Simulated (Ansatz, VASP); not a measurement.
## One calculation of GaSb, two programs

```
Ga Sb
1.0
     0.00000    3.02925    3.10692
     3.02925    0.00000    3.10692
     3.02925    3.02925    0.00000
Ga Sb
1 1
Cartesian
  0.0000 0.0000 0.0000
  4.5439 4.5439 4.6604
```

Change from the starting cell: strain -0.025 along x and y, +0.000 along z, atoms carried along.

Alike in both runs: task single point; functional PBE; k mesh 16 × 16 × 16; occupations gaussian, width 0.15 eV; no spin polarisation.

```csv
,VASP,Ansatz
version,VASP 6.6.1,Ansatz 0.2.0
potentials or method,"VASP PAW PBE potentials, release 64 (Ga_d, Sb), cutoff 520 eV","scalar-relativistic, plane waves, PAW"
valence electrons in the cell,18,28
```

```csv
,VASP,Ansatz,Ansatz less VASP
gap on the k mesh at the Fermi level (eV),none,none,-
pressure (GPa),2.6,2.5,-0.07
"traceless stress, the component that is largest in VASP (GPa)",-0.76,-0.76,-0.002
```

A gap of «none» marks a metal or a gap that the smearing closes. With one functional, cell and mesh, what is left measures potentials, basis and numerics. VASP's potentials hold 18 valence electrons a cell and Ansatz's 28, so a difference there can come from the potentials and not from the codes.

Spin-orbit coupling is off throughout.
